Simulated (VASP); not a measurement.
# Au: single point with r2SCAN

Au:

```xyz
6
Lattice="-4.1134 -2.0796 -2.0796 -2.0567 -4.1360 2.0564 -4.0961 2.0624 2.0624" Properties=species:S:1:pos:R:3 pbc="T T T"
Au   -4.1134   -4.1438   -0.0155
Au   -2.0567   -2.0719   -0.0077
Au    0.0000    0.0000    0.0000
Au   -6.1614   -2.0805   -0.0164
Au   -6.1614   -4.1446    2.0478
Au   -4.1048   -2.0728    2.0555
```

```
Program                : VASP 6.6.1
Task                   : single point
Functional             : r2SCAN
Potentials or basis    : VASP PAW PBE potentials, release 64 (Au)
Cutoff                 : 520 eV
k mesh                 : 8 × 8 × 8
Occupations            : gaussian, width 0.1 eV
Spin                   : no spin polarisation
Dipole correction      : no
Further INCAR settings : ALGO = Normal; EDIFF = 1e-06; NBANDS = 42
```

* Pressure: 0.2 GPa
* Band gap on the k mesh: zero (bands 33 and 34 overlap by 4.50 eV)

Levels at points of the mesh, in eV from the Fermi level:
```
           k point  band 29  band 30  band 31  band 32  band 33  band 34  band 35  band 36  band 37  band 38
(0.00, 0.00, 0.00)    -2.25    -2.18    -2.11    -0.65     2.49     2.49     3.05     3.26     3.26     4.28
(0.50, 0.00, 0.00)    -2.38    -2.38    -2.07    -2.07     1.02     1.02     1.66     1.66     5.66     5.66
(0.00, 0.50, 0.00)    -2.17    -2.15    -1.82    -1.82    -0.71     1.35     2.93     3.37     3.37     4.35
(0.00, 0.00, 0.50)    -2.36    -2.36    -2.36    -2.36     2.80     2.80     2.80     2.80     5.30     5.30
(0.50, 0.00, 0.50)    -2.16    -2.13    -1.85    -1.80    -0.65    -0.22    -0.22     1.23     3.03     5.70
(0.00, 0.50, 0.50)    -2.07    -2.07    -1.49    -1.49    -1.49    -1.49     1.05     1.05     5.50     5.50
```

Run time: 50 min on 1 thread of Oxide Virtual Turin-like Processor, with other jobs on the host, peak memory 0.54 GiB.

Caveat: the PAW data sets were made with another functional, which shifts forces and pressure a little; spin-orbit coupling is left out, which moves the levels of the heavy elements.
